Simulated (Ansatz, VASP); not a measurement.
## One calculation of Sb, two programs

Contents of POSCAR:

```
Sb
1.0
    0.0000000000      3.2448122108      3.2448122108
    3.2448122108      0.0000000000      3.2448122108
    3.2448122108      3.2448122108      0.0000000000
Sb
2
Direct
    0.5000000000      0.5000000000      0.5000000000
    0.7500000000      0.7500000000      0.7500000000
```

The input INCAR.step1:

```
SYSTEM = Sb
PREC = Accurate ; ENCUT = 550
ISMEAR = 0 ; SIGMA = 0.1
LREAL = .False. ; LASPH = .True.
NELM = 120 ; GGA = PE
ALGO = Normal ; EDIFF = 1E-5
LWAVE = .True. ; LCHARG = .False.
GGA_COMPAT = .False. ; IBRION = 2
ISIF = 3 ; EDIFFG = -0.005
NELMIN = 4 ; NSW = 100
```

File INCAR.step2:

```
SYSTEM = Sb
PREC = Accurate ; ENCUT = 550
EDIFF = 1E-7 ; ISMEAR = 0
SIGMA = 0.1 ; LREAL = .False.
LASPH = .True. ; NELM = 120
ALGO = Normal ; ISIF = 3
LWAVE = .False. ; LCHARG = .False.
METAGGA = R2SCAN ; LMIXTAU = .True.
IBRION = 2 ; NSW = 90
EDIFFG = -0.04 ; ISTART = 1
GGA_COMPAT = .False. ; NELMIN = 4
```

Contents of KPOINTS:

```
regular mesh
0
Gamma
  4 4 4
  0 0 0
```

Input for Ansatz:

```yaml
crystal:
  lattice:
    - [0.0, 3.2448122108, 3.2448122108]
    - [3.2448122108, 0.0, 3.2448122108]
    - [3.2448122108, 3.2448122108, 0.0]
  atoms:
    - { symbol: Sb, position: [0.5, 0.5, 0.5] }
    - { symbol: Sb, position: [0.75, 0.75, 0.75] }
basis:
  ecutwfc: 500
kpoints:
  mp_grid: { grid: [4, 4, 4] }
hamiltonian:
  xc: r2scan
scf:
  occupations: { method: gaussian, width: 0.1 }
  lower_state_search: "off"
output:
  forces: true
  stress: true
  eigenvalues: true
relax:
  adjacent_minimum: "off"
  f_tol: 0.04
  max_steps: 70
  cell: { stress_tol: 0.4 }
```

Alike in both runs: task relaxation of cell and atoms; functional r2SCAN; k mesh 4 × 4 × 4; occupations gaussian, width 0.1 eV; no spin polarisation.

```csv
,VASP,Ansatz
version,VASP 6.6.1,Ansatz 0.2.0
potentials or method,"VASP PAW PBE potentials, release 64 (Sb_d_GW), cutoff 550 eV","scalar-relativistic, plane waves, PAW"
valence electrons in the cell,30,30
```

Ansatz gave:

* gap on the k mesh at the Fermi level, each at its own relaxed structure (eV): none
* relaxed volume (Å³/atom): 40.48
* relaxed length of the cell vector where the two differ most in proportion (Å): 4.856

Problem. Which values does VASP return?

Solution. gap on the k mesh at the Fermi level, each at its own relaxed structure (eV): none; relaxed volume (Å³/atom): 40.97; relaxed length of the cell vector where the two differ most in proportion (Å): 4.875.

VASP's potentials were made for PBE, not for r2SCAN. A gap of «none» marks a metal or a gap that the smearing closes.

The k mesh is coarse, so the values compare programs but aren't converged. Spin-orbit coupling is off throughout. Noted on VASP's run: the volume moved by over 15 % at a fixed basis, so the end points are rough.
